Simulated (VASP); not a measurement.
# PbF2 in VASP: notebook, part 2 of 3

VASP 6.6.1. Earlier steps stand in the parts before.

## Step 4: Electric field gradients, LDA (equal xx and yy strain of +2 %)

File INCAR:

```
PREC     = Accurate       # precision mode
ENCUT    = 520            # plane-wave cutoff, eV
EDIFF    = 1E-8           # SCF threshold, eV
ISMEAR   = -1             # smearing method
SIGMA    = 0.03           # smearing width, eV
LREAL    = F              # projectors in reciprocal space
LASPH    = T              # aspherical terms in the spheres
NELM     = 80             # most SCF steps
ALGO     = Normal         # electronic algorithm
ISIF     = 2              # what is computed and relaxed
LWAVE    = F              # write WAVECAR
LCHARG   = F              # write CHGCAR
GGA      = CA             # functional
LEFG     = T            
NBANDS   = 21             # bands
```

File KPOINTS:

```
regular mesh
0
Gamma
  7 7 7
```

File POSCAR:

```
PbF2
1.0
    0.0000000000      3.0292470000      2.9698500000
    3.0292470000      0.0000000000      2.9698500000
    3.0292470000      3.0292470000      0.0000000000
Pb F
1 2
Direct
    0.0000000000      0.0000000000      0.0000000000
    0.2500000000      0.2500000000      0.2500000000
    0.7500000000      0.7500000000      0.7500000000
```

Potentials or basis: VASP PAW LDA potentials, release 64 (Pb_d, F).

Run with:

```sh
> cat potpaw_LDA.64/Pb_d/POTCAR potpaw_LDA.64/F/POTCAR > POTCAR
> mpirun -np 1 vasp_std > vasp.out
```

OUTCAR:

```text
PREC = Accurate
   ENCUT = 520
   EDIFF = 1E-8
   ISMEAR = -1
   LREAL = F
   LASPH = T
   NELM = 80
   ISIF = 2
   GGA = CA

 ion  position               nearest neighbor table
   1  0.000  0.000  0.000-   3 2.61   3 2.61   2 2.61   2 2.61   3 2.61   2 2.61   3 2.61   2 2.61

   2  0.250  0.250  0.250-   1 2.61   1 2.61   1 2.61   1 2.61
   3  0.750  0.750  0.750-   1 2.61   1 2.61   1 2.61   1 2.61

  LATTYP: Found a body centered tetragonal cell.
 ALAT       =     4.2840021912
 C/A-ratio  =     1.3864838847

  Lattice vectors:

 A1 = (   0.0000000000,  -3.0292470000,  -2.9698500000)
 A2 = (   0.0000000000,   3.0292470000,  -2.9698500000)
 A3 = (   3.0292470000,   0.0000000000,   2.9698500000)

Analysis of symmetry for initial positions (statically):
=====================================================================
 Subroutine PRICEL returns:
 Original cell was already a primitive cell.

 Routine SETGRP: Setting up the symmetry group for a
 body centered tetragonal supercell.

 Subroutine GETGRP returns: Found 16 space group operations
 (whereof 16 operations were pure point group operations)
 out of a pool of 16 trial point group operations.

The static configuration has the point symmetry D_4h.

Analysis of symmetry for dynamics (positions and initial velocities):
=====================================================================
 Subroutine PRICEL returns:
 Original cell was already a primitive cell.

 Routine SETGRP: Setting up the symmetry group for a
 body centered tetragonal supercell.

 Subroutine GETGRP returns: Found 16 space group operations
[... 165 lines left out ...]
      5     -13.3282      2.00000
      6     -13.2864      2.00000
[... 565 lines left out ...]
     20      16.7916      0.00000
     21      17.1278      0.00000

 [... further k-points ...]

------------------------ aborting loop because EDIFF is reached ----------------------------------------

  FORCE on cell =-STRESS in cart. coord.  units (eV):
  Direction    XX          YY          ZZ          XY          YZ          ZX
  --------------------------------------------------------------------------------------
  -------------------------------------------------------------------------------------
  Total       -2.5877200     -2.5877200     -2.2055791      0.0000000      0.0000000      0.0000000
  in kB      -76.0665969    -76.0665969    -64.8334812      0.0000000      0.0000000      0.0000000
  external PRESSURE =     -72.3222250 kB  Pullay stress =       0.0000000 kB

 VOLUME and BASIS-vectors are now :
 -----------------------------------------------------------------------------
  energy-cutoff  :      520.00
  volume of cell :       54.50
      direct lattice vectors                 reciprocal lattice vectors
     0.000000000  3.029247000  2.969850000    -0.165057521  0.165057521  0.168358671
     3.029247000  0.000000000  2.969850000     0.165057521 -0.165057521  0.168358671
     3.029247000  3.029247000  0.000000000     0.165057521  0.165057521 -0.168358671

 POSITION                                       TOTAL-FORCE (eV/Angst)
 -----------------------------------------------------------------------------------
      0.00000      0.00000      0.00000         0.000000     -0.000000      0.000000
      1.51462      1.51462      1.48493        -0.000000     -0.000000     -0.000000
      4.54387      4.54387      4.45477         0.000000      0.000000      0.000000
 -----------------------------------------------------------------------------------
    total drift:                                0.000000     -0.000000      0.000000

  FREE ENERGIE OF THE ION-ELECTRON SYSTEM (eV)
  ---------------------------------------------------
  free  energy   TOTEN  =       -15.8268400566 eV

  energy  without entropy=      -15.8268400566  energy(sigma->0) =      -15.82684006

 Electric field gradients (V/A^2)
---------------------------------------------------------------------
 ion       V_xx      V_yy      V_zz      V_xy      V_xz      V_yz
---------------------------------------------------------------------
   1      -3.529    -3.529     7.058    -0.000    -0.001    -0.001
   2       2.071     2.071    -4.142     0.004     0.006     0.006
   3       2.071     2.071    -4.142     0.004     0.006     0.006
---------------------------------------------------------------------

 Electric field gradients after diagonalization (V/A^2)
 (convention: |V_zz| > |V_xx| > |V_yy|)
----------------------------------------------------------------------
 ion       V_xx      V_yy      V_zz     asymmetry (V_yy - V_xx)/ V_zz
----------------------------------------------------------------------
   1      -3.530    -3.529     7.058       0.000
   2       2.075     2.067    -4.142       0.002
   3       2.075     2.067    -4.142       0.002
----------------------------------------------------------------------

           NMR quadrupolar parameters

 Cq : quadrupolar parameter    Cq=e*Q*V_zz/h
 eta: asymmetry parameters     (V_yy - V_xx)/ V_zz
 Q  : nuclear electric quadrupole moment in mb (millibarn)
----------------------------------------------------------------------
 ion       Cq(MHz)       eta       Q (mb)
----------------------------------------------------------------------
   1       0.017       0.000       1.000
   2      -0.010       0.002       1.000
   3      -0.010       0.002       1.000
----------------------------------------------------------------------
```

OSZICAR:

```text
N       E                     dE             d eps       ncg     rms          rms(c)
DAV:   1     0.295201304825E+03    0.29520E+03   -0.14564E+04  1698   0.152E+03
DAV:   2     0.928846519484E+01   -0.28591E+03   -0.26825E+03  1820   0.425E+02
DAV:   3    -0.169534015832E+02   -0.26242E+02   -0.25937E+02  1956   0.136E+02
DAV:   4    -0.177127679880E+02   -0.75937E+00   -0.75873E+00  1973   0.246E+01
DAV:   5    -0.177403000165E+02   -0.27532E-01   -0.27530E-01  2162   0.487E+00    0.761E+00
DAV:   6    -0.159150328191E+02    0.18253E+01   -0.86004E+00  2295   0.225E+01    0.284E+00
DAV:   7    -0.158653435224E+02    0.49689E-01   -0.47220E-01  1795   0.415E+00    0.151E+00
DAV:   8    -0.158293355664E+02    0.36008E-01   -0.11629E-01  2044   0.330E+00    0.499E-01
DAV:   9    -0.158265613514E+02    0.27742E-02   -0.17404E-02  1963   0.892E-01    0.963E-02
DAV:  10    -0.158268988631E+02   -0.33751E-03   -0.10791E-03  1868   0.389E-01    0.389E-02
DAV:  11    -0.158268423467E+02    0.56516E-04   -0.11882E-04  2052   0.120E-01    0.157E-02
DAV:  12    -0.158268395622E+02    0.27845E-05   -0.41135E-05  2304   0.679E-02    0.578E-03
DAV:  13    -0.158268400465E+02   -0.48431E-06   -0.24791E-06  1848   0.149E-02    0.951E-04
DAV:  14    -0.158268400606E+02   -0.14114E-07   -0.11360E-07  2283   0.274E-03    0.499E-04
DAV:  15    -0.158268400566E+02    0.39436E-08   -0.11232E-08  1296   0.136E-03
   1 F= -.15826840E+02 E0= -.15826840E+02  d E =-.414936E-10
```

stdout:

```text
POSCAR found type information on POSCAR PbF
 POSCAR found :  2 types and       3 ions
 scaLAPACK will be used
 LDA part: xc-table for (Slater(with rela. corr.)+CA(PZ))
 , standard interpolation
 POSCAR, INCAR and KPOINTS ok, starting setup
 FFT: planning ... GRIDC
 FFT: planning ... GRID_SOFT
 FFT: planning ... GRID
 WAVECAR not read
 entering main loop
ion   1

ion   2

ion   3
```

Run time: 31 s. Hardware: 1 thread of Intel Xeon Platinum 8259CL at 2.50GHz (Skylake/Cascade Lake), shared host; peak memory 0.17 GiB.

Results:

| Property | Result |
| --- | --- |
| Free energy | -15.8268 eV |
| Pressure | -7.2 GPa |
| Band gap on the k mesh | 4.19 eV (least direct gap 4.46 eV) |
| Largest electric field gradient by atom | Pb +7.1; F -4.1 V/Å² |

Stress tensor (GPa, compression positive):
```
-7.61  0.00  0.00
 0.00 -7.61  0.00
 0.00  0.00 -6.48
```

Electric field gradients, principal values (V/Å²):
| atom | least | middle | greatest (by size) |
| --- | --- | --- | --- |
| 1 Pb | -3.529 | -3.530 | 7.058 |
| 2 F | 2.067 | 2.075 | -4.142 |
| 3 F | 2.067 | 2.075 | -4.142 |

Caveat: the cell differs from its parent crystal (equal xx and yy strain of +2 %); the cell stands under tension; without QUAD_EFG the Cq values of the log hold for a quadrupole moment of 1 mb, not for the nuclei; spin-orbit coupling is left out, which moves the levels of the heavy elements; an odd mesh through Γ misses points on the zone boundary, where band edges can lie.

## Step 5: Electric field gradients, LDA (equal xy, yz and zx shear strains of -2 %)

File INCAR:

```
SYSTEM = PbF2
PREC     = Accurate       ! precision mode
ENCUT    = 520            ! plane-wave cutoff, eV
EDIFF    = 1E-8           ! SCF threshold, eV
ISMEAR   = -1             ! smearing method
SIGMA    = 0.03           ! smearing width, eV
LREAL    = .False.        ! projectors in reciprocal space
LASPH    = .True.         ! aspherical terms in the spheres
NELM     = 80             ! most SCF steps
ALGO     = Normal         ! electronic algorithm
ISIF     = 2              ! what is computed and relaxed
LWAVE    = .False.        ! write WAVECAR
LCHARG   = .False.        ! write CHGCAR
GGA      = CA             ! functional
LEFG     = .True.       
NBANDS   = 21             ! bands
```

File KPOINTS:

```
Automatic mesh
0
Gamma
  7 7 7
  0 0 0
```

File POSCAR:

```
PbF2
1.0
   -0.0593970000      2.9401515000      2.9401515000
    2.9401515000     -0.0593970000      2.9401515000
    2.9401515000      2.9401515000     -0.0593970000
Pb F
1 2
Direct
    0.0000000000      0.0000000000      0.0000000000
    0.2500000000      0.2500000000      0.2500000000
    0.7500000000      0.7500000000      0.7500000000
```

Potentials or basis: VASP PAW LDA potentials, release 64 (Pb_d, F).

Run with:

```sh
> cat potpaw_LDA.64/Pb_d/POTCAR potpaw_LDA.64/F/POTCAR > POTCAR
> mpirun -np 1 vasp_std > vasp.out
```

OUTCAR:

```text
SYSTEM = PbF2
   PREC = Accurate
   ENCUT = 520
   EDIFF = 1E-8
   ISMEAR = -1
   LREAL = .False.
   LASPH = .True.
   NELM = 80
   ISIF = 2
   GGA = CA

 ion  position               nearest neighbor table
   1  0.000  0.000  0.000-   2 2.52   3 2.52   3 2.59   2 2.59   3 2.59   3 2.59   2 2.59   2 2.59

   2  0.250  0.250  0.250-   1 2.52   1 2.59   1 2.59   1 2.59
   3  0.750  0.750  0.750-   1 2.52   1 2.59   1 2.59   1 2.59

  LATTYP: Found a trigonal (rhomboedric) cell.
 ALAT       =     4.1584263477
 COS(alpha) =     0.4797000918

  Lattice vectors:

 A1 = (  -0.0593970000,   2.9401515000,   2.9401515000)
 A2 = (   2.9401515000,  -0.0593970000,   2.9401515000)
 A3 = (   2.9401515000,   2.9401515000,  -0.0593970000)

Analysis of symmetry for initial positions (statically):
=====================================================================
 Subroutine PRICEL returns:
 Original cell was already a primitive cell.

 Routine SETGRP: Setting up the symmetry group for a
 trigonal (rhombohedral) supercell.

 Subroutine GETGRP returns: Found 12 space group operations
 (whereof 12 operations were pure point group operations)
 out of a pool of 12 trial point group operations.

The static configuration has the point symmetry D_3d.

Analysis of symmetry for dynamics (positions and initial velocities):
=====================================================================
 Subroutine PRICEL returns:
 Original cell was already a primitive cell.

 Routine SETGRP: Setting up the symmetry group for a
 trigonal (rhombohedral) supercell.

 Subroutine GETGRP returns: Found 12 space group operations
 (whereof 12 operations were pure point group operations)
 out of a pool of 12 trial point group operations.

The dynamic configuration has the point symmetry D_3d.

 Subroutine INISYM returns: Found 12 space group operations
 (whereof 12 operations are pure point group operations),
 and found     1 'primitive' translations

----------------------------------------------------------------------------------------

                                     Primitive cell

  volume of cell :      52.3724

  direct lattice vectors                    reciprocal lattice vectors
    -0.059397000  2.940151500  2.940151500    -0.164990818  0.168392690  0.168392690
     2.940151500 -0.059397000  2.940151500     0.168392690 -0.164990818  0.168392690
     2.940151500  2.940151500 -0.059397000     0.168392690  0.168392690 -0.164990818

  length of vectors
     4.158426348  4.158426348  4.158426348     0.289713938  0.289713938  0.289713938

  position of ions in fractional coordinates (direct lattice)
     0.000000000  0.000000000  0.000000000
     0.250000000  0.250000000  0.250000000
     0.750000000  0.750000000  0.750000000

  ion indices of the primitive-cell ions
   primitive index   ion index
                 1           1
                 2           2
[... 79 lines left out ...]
   ISIF   =      2    stress and relaxation
   ISYM   =      2    0-nonsym 1-usesym 2-fastsym
   POTIM  = 0.5000    time-step for ionic-motion
   TEBEG  =    0.0;   TEEND  =   0.0 temperature during run
   PSTRESS=    0.0 pullay stress
   NELECT =      28.0000    total number of electrons
   NUPDOWN=      -1.0000    fix difference up-down
   EMIN   =  10.00;   EMAX   =-10.00  energy-range for DOS
   EFERMI =   0.00;   METHOD = LEGACY
   ISMEAR =    -1;   SIGMA  =   0.03  broadening in eV -4-tet -1-fermi 0-gaus
   EFERMI_NEDOS =   21; number of points for ismear=-14 and -15
   IALGO  =     38    algorithm
   IMIX   =      4    mixing-type and parameters
     AMIX     =   0.40;   BMIX     =  1.00
     AMIX_MAG =   1.60;   BMIX_MAG =  1.00
  volume/ion in A,a.u.               =      17.46       117.81
  Fermi-wavevector in a.u.,A,eV,Ry     =   1.328699  2.510878 24.020296  1.765442
  Thomas-Fermi vector in A             =   2.457917
   LORBIT       =      0    0 simple, 1 ext, 2 COOP (PROOUT), +10 PAW based schemes
   GGA     = CA    functional components
   LHFCALC =     F    Hartree Fock is set to
   AEXX    =    0.0000 exact exchange contribution
   IVDW    =     0    specifies the selected vdW correction
   LEPSILON=     F    determine dielectric tensor
   LRPA    =     F    only Hartree local field effects (RPA)
 non-spin polarized calculation
  energy-cutoff  :      520.00
  volume of cell :       52.37
 maximum number of plane-waves:      1423
   NGX = 15   NGY = 15   NGZ = 15

 number of electron      28.0000013 magnetization

 Free energy of the ion-electron system (eV)
  ---------------------------------------------------
  ext. energy  EPLUGINS =         0.00000000
  ---------------------------------------------------
  free energy    TOTEN  =       -15.90105935 eV

  energy without entropy =      -15.90105935  energy(sigma->0) =      -15.90105935

 E-fermi :   2.1027     XC(G=0): -10.0348

 val. band max:        1.4556901536   @ k =  -0.4286   0.4286   0.4286
 cond. band min:       5.6808273046   @ k =   0.4286   0.4286  -0.0000
 fundamental gap:      4.2251371510
 Fermi energy:         2.1027066899

 k-point     1 :       0.0000    0.0000    0.0000
  band No.  band energies     occupation
      1     -19.2300      2.00000
      2     -18.5691      2.00000
      3     -12.8992      2.00000
      4     -12.8992      2.00000
      5     -12.8930      2.00000
      6     -12.8268      2.00000
[... 565 lines left out ...]
     20      16.9552      0.00000
     21      17.1199      0.00000

 [... further k-points ...]

------------------------ aborting loop because EDIFF is reached ----------------------------------------

  FORCE on cell =-STRESS in cart. coord.  units (eV):
  Direction    XX          YY          ZZ          XY          YZ          ZX
  --------------------------------------------------------------------------------------
  -------------------------------------------------------------------------------------
  Total       -1.5747625     -1.5747625     -1.5747625      0.2037688      0.2037688      0.2037688
  in kB      -48.1751732    -48.1751732    -48.1751732      6.2336988      6.2336988      6.2336988
  external PRESSURE =     -48.1751732 kB  Pullay stress =       0.0000000 kB

 VOLUME and BASIS-vectors are now :
 -----------------------------------------------------------------------------
  energy-cutoff  :      520.00
  volume of cell :       52.37
      direct lattice vectors                 reciprocal lattice vectors
    -0.059397000  2.940151500  2.940151500    -0.164990818  0.168392690  0.168392690
     2.940151500 -0.059397000  2.940151500     0.168392690 -0.164990818  0.168392690
     2.940151500  2.940151500 -0.059397000     0.168392690  0.168392690 -0.164990818

 POSITION                                       TOTAL-FORCE (eV/Angst)
 -----------------------------------------------------------------------------------
      0.00000      0.00000      0.00000        -0.000000     -0.000000      0.000000
      1.45523      1.45523      1.45523         0.045401      0.045401      0.045401
      4.36568      4.36568      4.36568        -0.045401     -0.045401     -0.045401
 -----------------------------------------------------------------------------------
    total drift:                                0.000000     -0.000000      0.000000

  FREE ENERGIE OF THE ION-ELECTRON SYSTEM (eV)
  ---------------------------------------------------
  free  energy   TOTEN  =       -15.9010593488 eV

  energy  without entropy=      -15.9010593488  energy(sigma->0) =      -15.90105935

 Electric field gradients (V/A^2)
---------------------------------------------------------------------
 ion       V_xx      V_yy      V_zz      V_xy      V_xz      V_yz
---------------------------------------------------------------------
   1       0.000     0.000     0.000   -21.969   -21.969   -21.969
   2      -0.000     0.000    -0.000     0.484     0.484     0.484
   3      -0.000     0.000    -0.000     0.484     0.484     0.484
---------------------------------------------------------------------

 Electric field gradients after diagonalization (V/A^2)
 (convention: |V_zz| > |V_xx| > |V_yy|)
----------------------------------------------------------------------
 ion       V_xx      V_yy      V_zz     asymmetry (V_yy - V_xx)/ V_zz
----------------------------------------------------------------------
   1      21.969    21.969   -43.938       0.000
   2      -0.484    -0.484     0.968       0.000
   3      -0.484    -0.484     0.968       0.000
----------------------------------------------------------------------

           NMR quadrupolar parameters

 Cq : quadrupolar parameter    Cq=e*Q*V_zz/h
 eta: asymmetry parameters     (V_yy - V_xx)/ V_zz
 Q  : nuclear electric quadrupole moment in mb (millibarn)
----------------------------------------------------------------------
 ion       Cq(MHz)       eta       Q (mb)
----------------------------------------------------------------------
   1      -0.106       0.000       1.000
   2       0.002       0.000       1.000
   3       0.002       0.000       1.000
----------------------------------------------------------------------
```

Wall time 34 s (1 thread of Intel Xeon Platinum 8259CL at 2.50GHz (Skylake/Cascade Lake), shared host); peak memory 0.18 GiB.

Results:

| Quantity | Value |
| --- | --- |
| Free energy | -15.9011 eV |
| Pressure | -4.8 GPa |
| Largest force | 0.079 eV/Å |
| Band gap on the k mesh | 4.23 eV (least direct gap 4.48 eV) |
| Largest electric field gradient by atom | Pb -43.9; F +1.0 V/Å² |

Forces on the atoms (eV/Å):
```
Pb   0.000  0.000  0.000
F    0.045  0.045  0.045
F   -0.045 -0.045 -0.045
```

Electric field gradients, principal values (V/Å²):
```
atom   least  middle  greatest (by size)
1 Pb  21.969  21.969             -43.938
 2 F  -0.484  -0.484               0.968
 3 F  -0.484  -0.484               0.968
```

Caveat: the cell differs from its parent crystal (equal xy, yz and zx shear strains of -2 %); the cell stands under tension; without QUAD_EFG the Cq values of the log hold for a quadrupole moment of 1 mb, not for the nuclei; spin-orbit coupling is left out, which moves the levels of the heavy elements; an odd mesh through Γ misses points on the zone boundary, where band edges can lie.

(Continued in part 3 of 3.)
